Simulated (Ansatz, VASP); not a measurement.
**BN in VASP and in Ansatz**

The input INCAR:

```
  PREC = Accurate
  ENCUT = 520
  EDIFF = 1E-6
  ISMEAR = -1
  SIGMA = 0.02
  LREAL = False
  LASPH = True
  NELM = 80
  ALGO = Normal
  ISIF = 2
  LWAVE = False
  LCHARG = False
  GGA = PS
  NBANDS = 16
```

Contents of KPOINTS:

```
Automatic mesh
0
Gamma
  11 11 4
```

The input POSCAR:

```
BN
1.0
    2.4288719532      0.0000000000      0.0000000000
   -1.2144359766      2.1034648140      0.0000000000
    0.0000000000      0.0000000000      6.6612000000
B N
2 2
Direct
    0.3333333333      0.6666666667      0.2500000000
    0.6666666667      0.3333333333      0.7500000000
    0.3333333333      0.6666666667      0.7500000000
    0.6666666667      0.3333333333      0.2500000000
```

Input for Ansatz:

```yaml
crystal:
  lattice:
    - [2.4288719532, 0.0, 0.0]
    - [-1.2144359766, 2.103464814, 0.0]
    - [0.0, 0.0, 6.6612]
  atoms:
    - { symbol: B, position: [0.3333333333, 0.6666666667, 0.25] }
    - { symbol: B, position: [0.6666666667, 0.3333333333, 0.75] }
    - { symbol: "N", position: [0.3333333333, 0.6666666667, 0.75] }
    - { symbol: "N", position: [0.6666666667, 0.3333333333, 0.25] }
kpoints:
  mp_grid: { grid: [11, 11, 4] }
  band_path:
    path:
      - [0.0, 0.0, 0.0]
      - [0.5, 0.0, 0.0]
      - [0.3333333333, 0.3333333333, 0.0]
      - [0.0, 0.0, 0.0]
      - [0.0, 0.0, 0.5]
      - [0.5, 0.0, 0.5]
      - [0.3333333333, 0.3333333333, 0.5]
      - [0.0, 0.0, 0.5]
      - [0.5, 0.0, 0.5]
    npoints: 5
scf:
  occupations: { method: fermi_dirac, width: 0.02 }
hamiltonian:
  xc: pbesol
  pseudopotentials: { kind: all_electron, lapw: { basis_error: 0.001 } }
output:
  forces: true
  stress: true
  eigenvalues: true
```

Change from the starting cell: equal xx and yy strain of -3 %.

Alike in both runs: task single point; functional PBEsol; k mesh 11 × 11 × 4; occupations fermi-dirac, width 0.02 eV; no spin polarisation.

|  | VASP | Ansatz |
| --- | --- | --- |
| version | VASP 6.6.1 | Ansatz 0.2.0 |
| potentials or method | VASP PAW PBE potentials, release 64 (B, N), cutoff 520 eV | all-electron LAPW, scalar-relativistic |

VASP gave:

* gap on the k mesh at the Fermi level (eV): 4.39
* pressure (GPa): 25.8
* traceless stress, the component that is largest in VASP (GPa): -25.01

Question: Which values does Ansatz return?

Answer: gap on the k mesh at the Fermi level (eV): 4.39; pressure (GPa): 25.5; traceless stress, the component that is largest in VASP (GPa): -24.46.

VASP's potentials were made for PBE, not for PBEsol. Ansatz ran all-electron here, and VASP with PAW potentials.
